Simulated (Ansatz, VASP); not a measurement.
BaTiO3: VASP beside Ansatz

Contents of INCAR:

```
SYSTEM = BaTiO3
ALGO     = Normal         ! electronic algorithm
EDIFF    = 1E-7           ! SCF threshold, eV
ENCUT    = 520            ! plane-wave cutoff, eV
GGA      = PE             ! functional
ISIF     = 2              ! what is computed and relaxed
ISMEAR   = -1             ! smearing method
LASPH    = .True.         ! aspherical terms in the spheres
LCHARG   = .False.        ! write CHGCAR
LREAL    = .False.        ! projectors in reciprocal space
LWAVE    = .False.        ! write WAVECAR
NBANDS   = 28             ! bands
NELM     = 100            ! most SCF steps
PREC     = Accurate       ! precision mode
SIGMA    = 0.03           ! smearing width, eV
```

KPOINTS

```
k-points
0
Gamma
  7 7 7
  0 0 0
```

File POSCAR:

```
BaTiO3
1.0
    3.9729548958      0.0000000000      0.0000000000
    0.0000000000      3.9729548958      0.0000000000
    0.0000000000      0.0000000000      3.9910327445
Ba Ti O
1 1 3
Direct
    0.0000000000      0.0000000000      0.0000000000
    0.5000000000      0.5000000000      0.5000000000
    0.5000000000      0.5000000000      0.0000000000
    0.5000000000      0.0000000000      0.5000000000
    0.0000000000      0.5000000000      0.5000000000
```

Input for Ansatz:

```yaml
crystal:
  lattice:
    - [3.9729548958, 0.0, 0.0]
    - [0.0, 3.9729548958, 0.0]
    - [0.0, 0.0, 3.9910327445]
  atoms:
    - { symbol: Ba, position: [0.0, 0.0, 0.0] }
    - { symbol: Ti, position: [0.5, 0.5, 0.5] }
    - { symbol: O, position: [0.5, 0.5, 0.0] }
    - { symbol: O, position: [0.5, 0.0, 0.5] }
    - { symbol: O, position: [0.0, 0.5, 0.5] }
kpoints:
  mp_grid: { grid: [7, 7, 7] }
  band_path:
    path:
      - [0.0, 0.0, 0.0]
      - [0.0, 0.5, 0.0]
      - [0.5, 0.5, 0.0]
      - [0.0, 0.0, 0.0]
      - [0.0, 0.0, 0.5]
      - [0.0, 0.5, 0.5]
      - [0.5, 0.5, 0.5]
      - [0.0, 0.0, 0.5]
      - [0.0, 0.5, 0.0]
    npoints: 5
scf:
  occupations: { method: fermi_dirac, width: 0.03 }
hamiltonian:
  xc: pbe
  pseudopotentials: { kind: all_electron, lapw: { basis_error: 0.001 } }
output:
  forces: true
  stress: true
  eigenvalues: true
```

Change from the starting cell: volume scaled by 0.98.

Alike in both runs: task single point; functional PBE; k mesh 7 × 7 × 7; occupations fermi-dirac, width 0.03 eV; no spin polarisation.

|  | VASP | Ansatz |
| --- | --- | --- |
| version | VASP 6.6.1 | Ansatz 0.2.0 |
| potentials or method | VASP PAW PBE potentials, release 64 (Ba_sv, Ti_sv, O), cutoff 520 eV | all-electron LAPW, scalar-relativistic |

Ansatz gave:

```
gap on the k mesh at the Fermi level (eV)                     : 1.90
pressure (GPa)                                                : 5.3
traceless stress, the component that is largest in VASP (GPa) : -0.62
```

Q: What did VASP give for the same quantities?

A: gap on the k mesh at the Fermi level (eV): 1.84; pressure (GPa): 7.2; traceless stress, the component that is largest in VASP (GPa): -0.64.

Ansatz ran all-electron here, and VASP with PAW potentials.

Spin-orbit coupling is off throughout.
